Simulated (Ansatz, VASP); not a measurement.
# Two plane-wave programs on MgO

```xyz
2
Lattice="0.0000 2.1261 2.1261 2.1261 0.0000 2.1261 2.1261 2.1261 0.0000" Properties=species:S:1:pos:R:3 pbc="T T T"
Mg    0.0000    0.0000    0.0000
O     2.1261    2.1261    2.1261
```

Alike in both runs: task single point; functional revPBE; dispersion D3(BJ); k mesh 10 × 10 × 10; occupations gaussian, width 0.05 eV; no spin polarisation.

|  | VASP | Ansatz |
| --- | --- | --- |
| version | VASP 6.6.1 | Ansatz 0.2.0 |
| potentials or method | VASP PAW PBE potentials, release 64 (Mg, O), cutoff 520 eV | scalar-relativistic, plane waves, PAW |
| valence electrons in the cell | 8 | 16 |

Ansatz gave:

| Property | Result |
| --- | --- |
| gap on the k mesh at the Fermi level (eV) | 4.56 |
| least direct gap on the mesh (eV) | 4.56 |
| pressure (GPa) | -5.8 |

Question: Which values does VASP return?

Answer: gap on the k mesh at the Fermi level (eV): 4.54; least direct gap on the mesh (eV): 4.54; pressure (GPa): -6.7.

VASP's potentials were made for PBE, not for revPBE. VASP's potentials hold 8 valence electrons a cell and Ansatz's 16, so a difference there can come from the potentials and not from the codes.
